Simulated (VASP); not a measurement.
A run of VASP 6.6.1:

File POSCAR:

```
Al2Cu
1.0
    2.6950490920      2.6950490920      0.0000000000
   -2.6950490920      2.6950490920      0.0000000000
    0.0000000000      0.0000000000      6.1119913808
Al Cu
4 2
Direct
    0.5000000000      0.0000000000      0.2500000000
    0.0000000000      0.5000000000      0.2500000000
    0.0000000000      0.5000000000      0.7500000000
    0.5000000000      0.0000000000      0.7500000000
    0.0000000000      0.0000000000      0.5000000000
    0.5000000000      0.5000000000      0.0000000000
```

The input INCAR.step1:

```
SYSTEM = Al2Cu
ALGO = Normal ; EDIFF = 1E-4
ENCUT = 520 ; GGA = PE
ISMEAR = 0 ; LASPH = .True.
LCHARG = .False. ; LREAL = .False.
LWAVE = .True. ; NBANDS = 26
NELM = 100 ; PREC = Accurate
SIGMA = 0.1
```

Contents of INCAR.step2:

```
SYSTEM = Al2Cu
ALGO = Normal ; EDIFF = 1E-7
ENCUT = 520 ; ISIF = 2
ISMEAR = 0 ; ISTART = 1
LASPH = .True. ; LCHARG = .False.
LMIXTAU = .True. ; LREAL = .False.
LWAVE = .False. ; METAGGA = R2SCAN
NBANDS = 26 ; NELM = 100
PREC = Accurate ; SIGMA = 0.1
```

The input KPOINTS:

```
k-points
0
Gamma
  10 10 6
  0 0 0
```

Potentials or basis: VASP PAW PBE potentials, release 64 (Al, Cu).

Command:

```sh
$ cat potpaw_PBE.64/Al/POTCAR potpaw_PBE.64/Cu/POTCAR > POTCAR
$ cp INCAR.step1 INCAR
$ mpirun -np 1 vasp_std > vasp.out
$ cp INCAR.step2 INCAR
$ mpirun -np 1 vasp_std > vasp.out
```

Hardware: 1 thread of Intel Xeon 8259CL (shared host).

Estimate the wall time of this run.

Run time: 12 min on 1 thread of Intel Xeon 8259CL (shared host), peak memory 0.3 GiB. Counts: k points 84.
